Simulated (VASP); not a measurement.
Input of a VASP 6.6.1 run:

INCAR

```
SYSTEM = Be3Al5
  PREC = Accurate
  ENCUT = 600
  EDIFF = 1E-6
  ISMEAR = 0
  SIGMA = 0.1
  LREAL = .False.
  LASPH = .True.
  NELM = 60
  ALGO = Normal
  ISIF = 3
  LWAVE = .False.
  LCHARG = .False.
  GGA = PE
  IBRION = 2
  NSW = 90
  EDIFFG = -0.04
```

The input KPOINTS:

```
regular mesh
0
Gamma
  4 4 6
  0 0 0
```

The input POSCAR:

```
Be3Al5
1.0
    5.9299877400      0.0000000000      0.0000000000
    0.0000000000      5.9299877400      0.0000000000
    0.0000000000      0.0000000000      2.9649938700
Be Al
3 5
Direct
    0.0000000000      0.5000000000      0.0000000000
    0.5000000000      0.0000000000      0.0000000000
    0.5000000000      0.5000000000      0.0000000000
    0.7500000000      0.7500000000      0.5000000000
    0.2500000000      0.2500000000      0.5000000000
    0.2500000000      0.7500000000      0.5000000000
    0.0000000000      0.0000000000      0.0000000000
    0.7500000000      0.2500000000      0.5000000000
```

Potentials or basis: VASP PAW PBE potentials, release 64 (Be, Al).

Run with:

```sh
$ cat potpaw_PBE.64/Be/POTCAR potpaw_PBE.64/Al/POTCAR > POTCAR
$ mpirun -np 1 vasp_std > vasp.out
```

Task: What does it give for the relaxed cell?

Result: a = 5.985 Å, b = 5.985 Å, c = 3.030 Å, α = 90.00°, β = 90.00°, γ = 90.00°.

Task: Predict the band gap on the k mesh.

Result: Zero (an odd number of electrons rules out a gap without spin polarisation).

Final structure:
```
Be Al
1.0
     5.98452    0.00000    0.00000
     0.00000    5.98452    0.00000
     0.00000    0.00000    3.03005
Be Al
3 5
Direct
  0.00000 0.50000 0.00000
  0.50000 0.00000 0.00000
  0.50000 0.50000 0.00000
  0.73446 0.73446 0.50000
  0.26554 0.26554 0.50000
  0.26554 0.73446 0.50000
  0.00000 0.00000 0.00000
  0.73446 0.26554 0.50000
```

Caveat: the highest band is partly filled, so the run has too few bands.
